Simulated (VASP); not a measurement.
# Te3Pb4Se (P4/mmm) in VASP: single point with PBE

Aim: the single point of Te3Pb4Se with PBE.

Everything below comes from runs of VASP 6.6.1. Logs are shortened: lines on timing, memory, paths and dates and some standing lists are left out, and cuts for length are marked.

## Step 1: The cell of the first run

The structure is tetragonal, space group P4/mmm (No. 123). Conventional cell: a = 4.593 Å, b = 4.593 Å, c = 12.961 Å, α = 90.00°, β = 90.00°, γ = 90.00°. Te (site symmetry 4/mmm) has 6 Pb at 3.25 to 3.35 Å within 4.3 Å. Within 4.2 Å of Te (site symmetry 4mm) lie 6 Pb at 3.23 to 3.25 Å. Within 4.1 Å of Pb (site symmetry 4mm) lie 1 Se at 3.13 Å and 5 Te at 3.25 to 3.35 Å. Pb (site symmetry 4/mmm) has 6 Te at 3.25 Å within 4.3 Å. Pb (site symmetry 4/mmm) has 2 Te at 3.23 Å and 4 Se at 3.25 Å within 4.2 Å. Within 4.1 Å of Se (site symmetry 4/mmm) lie 6 Pb at 3.13 to 3.25 Å.

## Step 2: Single point, PBE

File INCAR:

```
SYSTEM = Te3Pb4Se
PREC = Accurate
ENCUT = 520
EDIFF = 1E-7
ISMEAR = 0
SIGMA = 0.02
LREAL = .FALSE.
LASPH = .TRUE.
NELM = 60
ALGO = Normal
ISIF = 2
LWAVE = .FALSE.
LCHARG = .FALSE.
GGA = PE
NBANDS = 50
```

File KPOINTS:

```
regular mesh
0
G
  8 8 4
  0 0 0
```

File POSCAR:

```
Te3Pb4Se
1.0
    4.5934501760      0.0000000000      0.0000000000
    0.0000000000      4.5934501760      0.0000000000
    0.0000000000      0.0000000000     12.9610078358
Te Pb Se
3 4 1
Direct
    0.0000000000      0.0000000000      0.0000000000
    0.5000000000      0.5000000000      0.2509243770
    0.5000000000      0.5000000000      0.7490756230
    0.0000000000      0.0000000000      0.7415824065
    0.5000000000      0.5000000000      0.0000000000
    0.0000000000      0.0000000000      0.2584175935
    0.5000000000      0.5000000000      0.5000000000
    0.0000000000      0.0000000000      0.5000000000
```

Potentials or basis: VASP PAW PBE potentials, release 64 (Te, Pb_d, Se).

Command:

```bash
cat potpaw_PBE.64/Te/POTCAR potpaw_PBE.64/Pb_d/POTCAR potpaw_PBE.64/Se/POTCAR > POTCAR
mpirun -np 1 vasp_std > vasp.out
```

OUTCAR:

```text
SYSTEM = Te3Pb4Se
   PREC = Accurate
   ENCUT = 520
   EDIFF = 1E-7
   ISMEAR = 0
   LREAL = .FALSE.
   LASPH = .TRUE.
   NELM = 60
   ISIF = 2
   GGA = PE

 ion  position               nearest neighbor table
   1  0.000  0.000  0.000-   5 3.25   5 3.25   5 3.25   5 3.25   6 3.35   4 3.35
   2  0.500  0.500  0.251-   7 3.23   6 3.25   6 3.25   6 3.25   6 3.25   5 3.25
   3  0.500  0.500  0.749-   7 3.23   4 3.25   4 3.25   4 3.25   4 3.25   5 3.25
   4  0.000  0.000  0.742-   8 3.13   3 3.25   3 3.25   3 3.25   3 3.25   1 3.35
   5  0.500  0.500  0.000-   1 3.25   1 3.25   1 3.25   1 3.25   3 3.25   2 3.25
   6  0.000  0.000  0.258-   8 3.13   2 3.25   2 3.25   2 3.25   2 3.25   1 3.35
   7  0.500  0.500  0.500-   2 3.23   3 3.23   8 3.25   8 3.25   8 3.25   8 3.25
   8  0.000  0.000  0.500-   4 3.13   6 3.13   7 3.25   7 3.25   7 3.25   7 3.25

  LATTYP: Found a simple tetragonal cell.
 ALAT       =     4.5934501760
 C/A-ratio  =     2.8216280441

  Lattice vectors:

 A1 = (   4.5934501760,   0.0000000000,   0.0000000000)
 A2 = (   0.0000000000,   4.5934501760,   0.0000000000)
 A3 = (   0.0000000000,   0.0000000000,  12.9610078358)

Analysis of symmetry for initial positions (statically):
=====================================================================
 Subroutine PRICEL returns:
 Original cell was already a primitive cell.

 Routine SETGRP: Setting up the symmetry group for a
 simple tetragonal supercell.

 Subroutine GETGRP returns: Found 16 space group operations
 (whereof 16 operations were pure point group operations)
 out of a pool of 16 trial point group operations.

The static configuration has the point symmetry D_4h.

Analysis of symmetry for dynamics (positions and initial velocities):
=====================================================================
 Subroutine PRICEL returns:
 Original cell was already a primitive cell.

 Routine SETGRP: Setting up the symmetry group for a
 simple tetragonal supercell.

 Subroutine GETGRP returns: Found 16 space group operations
 (whereof 16 operations were pure point group operations)
 out of a pool of 16 trial point group operations.

The dynamic configuration has the point symmetry D_4h.

 Subroutine INISYM returns: Found 16 space group operations
 (whereof 16 operations are pure point group operations),
 and found     1 'primitive' translations

----------------------------------------------------------------------------------------

                                     Primitive cell

  volume of cell :     273.4745

  direct lattice vectors                    reciprocal lattice vectors
     4.593450176  0.000000000  0.000000000     0.217701284  0.000000000  0.000000000
     0.000000000  4.593450176  0.000000000     0.000000000  0.217701284  0.000000000
     0.000000000  0.000000000 12.961007836     0.000000000  0.000000000  0.077154494

  length of vectors
     4.593450176  4.593450176 12.961007836     0.217701284  0.217701284  0.077154494

  position of ions in fractional coordinates (direct lattice)
     0.000000000  0.000000000  0.000000000
     0.500000000  0.500000000  0.250924377
     0.500000000  0.500000000  0.749075623
     0.000000000  0.000000000  0.741582407
     0.500000000  0.500000000  0.000000000
     0.000000000  0.000000000  0.258417593
     0.500000000  0.500000000  0.500000000
     0.000000000  0.000000000  0.500000000

  ion indices of the primitive-cell ions
   primitive index   ion index
                 1           1
                 2           2
                 3           3
                 4           4
                 5           5
                 6           6
                 7           7
                 8           8

----------------------------------------------------------------------------------------

 KPOINTS: regular mesh

Automatic generation of k-mesh.
 Grid dimensions read from file:
 generate k-points for:    8    8    4

 Generating k-lattice:

  Cartesian coordinates                     Fractional coordinates (reciprocal lattice)
     0.027212660  0.000000000  0.000000000     0.125000000  0.000000000  0.000000000
     0.000000000  0.027212660  0.000000000     0.000000000  0.125000000  0.000000000
     0.000000000  0.000000000  0.019288623     0.000000000  0.000000000  0.250000000

  Length of vectors
     0.027212660  0.027212660  0.019288623

  Shift w.r.t. Gamma in fractional coordinates (k-lattice)
     0.000000000  0.000000000  0.000000000

 Subroutine IBZKPT returns following result:
 ===========================================

 Found     45 irreducible k-points:

 Following reciprocal coordinates:
            Coordinates               Weight
  0.000000  0.000000  0.000000      1.000000
  0.125000  0.000000  0.000000      4.000000
  0.250000  0.000000  0.000000      4.000000
  0.375000  0.000000  0.000000      4.000000
  0.500000  0.000000  0.000000      2.000000
  0.125000  0.125000  0.000000      4.000000
[... 16 lines left out ...]
  0.375000  0.125000  0.250000     16.000000
  0.500000  0.125000  0.250000      8.000000
 [... further k-points ...]
   k-points           NKPTS =     45   k-points in BZ     NKDIM =     45   number of bands    NBANDS=     50
   number of dos      NEDOS =    301   number of ions     NIONS =      8
   total plane-waves  NPLWV = 124416
   dimension x,y,z NGX =    36 NGY =   36 NGZ =   96
   dimension x,y,z NGXF=    72 NGYF=   72 NGZF=  192
   ions per type =               3   4   1
   NGX,Y,Z   is equivalent  to a cutoff of  13.03, 13.03, 12.31 a.u.
   NGXF,Y,Z  is equivalent  to a cutoff of  26.06, 26.06, 24.63 a.u.
 SYSTEM =  Te3Pb4Se
   PREC   = accura    normal or accurate (medium, high low for compatibility)
   ISTART =      0    job   : 0-new  1-cont  2-samecut
   ICHARG =      2    charge: 1-file 2-atom 10-const
   ISPIN  =      1    spin polarized calculation?
   LNONCOLLINEAR =      F non collinear calculations
   LSORBIT =      F    spin-orbit coupling
   LASPH  =      T    aspherical Exc in radial PAW
   ENCUT  =  520.0 eV  38.22 Ry    6.18 a.u.   8.54  8.54 24.10*2*pi/ulx,y,z
   NELM   =     60;   NELMIN=  2; NELMDL= -5     # of ELM steps
   EDIFF  = 0.1E-06   stopping-criterion for ELM
   LREAL  =      F    real-space projection
   EDIFFG = 0.1E-05   stopping-criterion for IOM
   NSW    =      0    number of steps for IOM
   IBRION =     -1    ionic relax: 0-MD 1-quasi-New 2-CG
   NFREE  =      0    steps in history (QN), initial steepest desc. (CG)
   ISIF   =      2    stress and relaxation
   ISYM   =      2    0-nonsym 1-usesym 2-fastsym
   POTIM  = 0.5000    time-step for ionic-motion
   TEBEG  =    0.0;   TEEND  =   0.0 temperature during run
   PSTRESS=    0.0 pullay stress
   NELECT =      80.0000    total number of electrons
   NUPDOWN=      -1.0000    fix difference up-down
   EMIN   =  10.00;   EMAX   =-10.00  energy-range for DOS
   EFERMI =   0.00;   METHOD = LEGACY
   ISMEAR =     0;   SIGMA  =   0.02  broadening in eV -4-tet -1-fermi 0-gaus
   EFERMI_NEDOS =   21; number of points for ismear=-14 and -15
   IALGO  =     38    algorithm
   IMIX   =      4    mixing-type and parameters
     AMIX     =   0.40;   BMIX     =  1.00
     AMIX_MAG =   1.60;   BMIX_MAG =  1.00
  volume/ion in A,a.u.               =      34.18       230.69
  Fermi-wavevector in a.u.,A,eV,Ry     =   1.086757  2.053673 16.069044  1.181041
  Thomas-Fermi vector in A             =   2.222901
   LORBIT       =      0    0 simple, 1 ext, 2 COOP (PROOUT), +10 PAW based schemes
   GGA     = PE    functional components
   LHFCALC =     F    Hartree Fock is set to
   AEXX    =    0.0000 exact exchange contribution
   IVDW    =     0    specifies the selected vdW correction
   LEPSILON=     F    determine dielectric tensor
   LRPA    =     F    only Hartree local field effects (RPA)
 non-spin polarized calculation
 Gauss-broadening in eV      SIGMA  =   0.02
  energy-cutoff  :      520.00
  volume of cell :      273.47
 maximum number of plane-waves:      7391
 NGX is ok and might be reduce to    36
   NGX = 17   NGY = 17   NGZ = 49

 number of electron      80.0000013 magnetization

 Free energy of the ion-electron system (eV)
  ---------------------------------------------------
  ext. energy  EPLUGINS =         0.00000000
  ---------------------------------------------------
  free energy    TOTEN  =       -30.63036575 eV

  energy without entropy =      -30.63036575  energy(sigma->0) =      -30.63036575

 E-fermi :   5.0489     XC(G=0):  -9.1180

 val. band max:        4.8995574591   @ k =   0.5000   0.0000   0.0000
 cond. band min:       5.3463516246   @ k =   0.5000   0.0000   0.0000
 fundamental gap:      0.4467941655
 Fermi energy:         5.0489359978

 k-point     1 :       0.0000    0.0000    0.0000
  band No.  band energies     occupation
      1     -11.9779      2.00000
      2     -11.9696      2.00000
      3     -11.9509      2.00000
      4     -11.9418      2.00000
      5     -11.9418      2.00000
      6     -11.8318      2.00000
[... 42 lines left out ...]
     49       9.2357      0.00000
     50       9.3790      0.00000

 k-point     2 :       0.1250    0.0000    0.0000
  band No.  band energies     occupation
      1     -11.9758      2.00000
      2     -11.9676      2.00000
      3     -11.9525      2.00000
      4     -11.9426      2.00000
      5     -11.9418      2.00000
      6     -11.8300      2.00000
[... 42 lines left out ...]
     49       8.8535      0.00000
     50       8.9932      0.00000

 k-point     3 :       0.2500    0.0000    0.0000
  band No.  band energies     occupation
      1     -11.9719      2.00000
      2     -11.9615      2.00000
      3     -11.9562      2.00000
      4     -11.9443      2.00000
      5     -11.9417      2.00000
      6     -11.8262      2.00000
[... 1102 lines left out ...]
     49       8.3240      0.00000
     50       8.7023      0.00000

 k-point    24 :       0.5000    0.1250    0.2500
  band No.  band energies     occupation
      1     -11.9661      2.00000
      2     -11.9661      2.00000
      3     -11.9510      2.00000
      4     -11.9466      2.00000
      5     -11.9423      2.00000
      6     -11.8271      2.00000
[... 42 lines left out ...]
     49       7.8987      0.00000
     50       7.9462      0.00000

 [... further k-points ...]

------------------------ aborting loop because EDIFF is reached ----------------------------------------

  FORCE on cell =-STRESS in cart. coord.  units (eV):
  Direction    XX          YY          ZZ          XY          YZ          ZX
  --------------------------------------------------------------------------------------
  -------------------------------------------------------------------------------------
  Total       -0.1031133     -0.1031133     -0.0574065      0.0000000      0.0000000     -0.0000000
  in kB       -0.6040993     -0.6040993     -0.3363215      0.0000000      0.0000000     -0.0000000
  external PRESSURE =      -0.5148400 kB  Pullay stress =       0.0000000 kB

 VOLUME and BASIS-vectors are now :
 -----------------------------------------------------------------------------
  energy-cutoff  :      520.00
  volume of cell :      273.47
      direct lattice vectors                 reciprocal lattice vectors
     4.593450176  0.000000000  0.000000000     0.217701284  0.000000000  0.000000000
     0.000000000  4.593450176  0.000000000     0.000000000  0.217701284  0.000000000
     0.000000000  0.000000000 12.961007836     0.000000000  0.000000000  0.077154494

 POSITION                                       TOTAL-FORCE (eV/Angst)
 -----------------------------------------------------------------------------------
      0.00000      0.00000      0.00000        -0.000000     -0.000000     -0.000000
      2.29673      2.29673      3.25223        -0.000000      0.000000      0.004959
      2.29673      2.29673      9.70878         0.000000      0.000000     -0.004959
      0.00000      0.00000      9.61166        -0.000000     -0.000000      0.001749
      2.29673      2.29673      0.00000        -0.000000     -0.000000     -0.000000
      0.00000      0.00000      3.34935        -0.000000     -0.000000     -0.001749
      2.29673      2.29673      6.48050        -0.000000     -0.000000     -0.000000
      0.00000      0.00000      6.48050        -0.000000     -0.000000     -0.000000
 -----------------------------------------------------------------------------------
    total drift:                                0.000000      0.000000      0.000000

  FREE ENERGIE OF THE ION-ELECTRON SYSTEM (eV)
  ---------------------------------------------------
  free  energy   TOTEN  =       -30.6303657541 eV

  energy  without entropy=      -30.6303657541  energy(sigma->0) =      -30.63036575
```

Run time: 17 min. Hardware: 1 thread of Intel Xeon Platinum 8175M at 2.50GHz (Skylake/Cascade Lake), shared host; peak memory 0.69 GiB.

Results:

```
Free energy            : -30.6304 eV
Pressure               : -0.1 GPa
Largest force          : 0.005 eV/Å
Band gap on the k mesh : 0.45 eV
```

Forces on the atoms (eV/Å):
```
Te   0.000  0.000  0.000
Te   0.000  0.000  0.005
Te   0.000  0.000 -0.005
Pb   0.000  0.000  0.002
Pb   0.000  0.000  0.000
Pb   0.000  0.000 -0.002
Pb   0.000  0.000  0.000
Se   0.000  0.000  0.000
```

Caveat: spin-orbit coupling is left out, which moves the levels of the heavy elements. A k mesh can miss the band edges.
